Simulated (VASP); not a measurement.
Set up this calculation in VASP 6.6.1, as the native input.

- Task: single point
- Functional: PBEsol
- Potentials or basis: VASP PAW PBE potentials, release 64 (Pb_d)
- Cutoff: 520 eV
- k mesh: 18 × 18 × 18
- Occupations: gaussian, width 0.15 eV
- Spin: no spin polarisation
- Dipole correction: no
- Further INCAR settings: ALGO = Fast; EDIFF = 1e-06; NBANDS = 13

The structure of Pb lies in POSCAR:

```
Pb
1.0
    0.0000000000      2.8511758298      1.8532642894
    2.8511758298      0.0000000000      1.8532642894
    2.8511758298      2.8511758298      0.0000000000
Pb
1
Direct
    0.0000000000      0.0000000000      0.0000000000
```

This cell differs from its parent crystal: ratio of the length along z to the lengths across it x 0.65, volume and fractional coordinates fixed.

One way to write it, as run:

INCAR

```
PREC = Accurate
ENCUT = 520
EDIFF = 1E-6
ISMEAR = 0
SIGMA = 0.15
LREAL = F
LASPH = T
NELM = 80
ALGO = Fast
ISIF = 2
LWAVE = F
LCHARG = T
GGA = PS
LELF = T
LVHAR = T
NBANDS = 13
```

KPOINTS

```
Automatic mesh
0
Gamma
  18 18 18
```

Potentials or basis: VASP PAW PBE potentials, release 64 (Pb_d).

Launch:

```console
$ cat potpaw_PBE.64/Pb_d/POTCAR > POTCAR
$ mpirun -np 1 vasp_std > vasp.out
```

It gave:

The pressure is -0.4 GPa and the band gap on the k mesh is zero (bands 7 and 8 overlap by 9.38 eV).

Caveat: the PAW data sets were made with another functional, which shifts forces and pressure a little; spin-orbit coupling is left out, which moves the levels of the heavy elements.

Run time: 4.8 min on 1 thread of Intel(R) Xeon(R) Platinum 8375C CPU @ 2.90GHz (Ice Lake), on a shared host, peak memory 0.3 GiB.
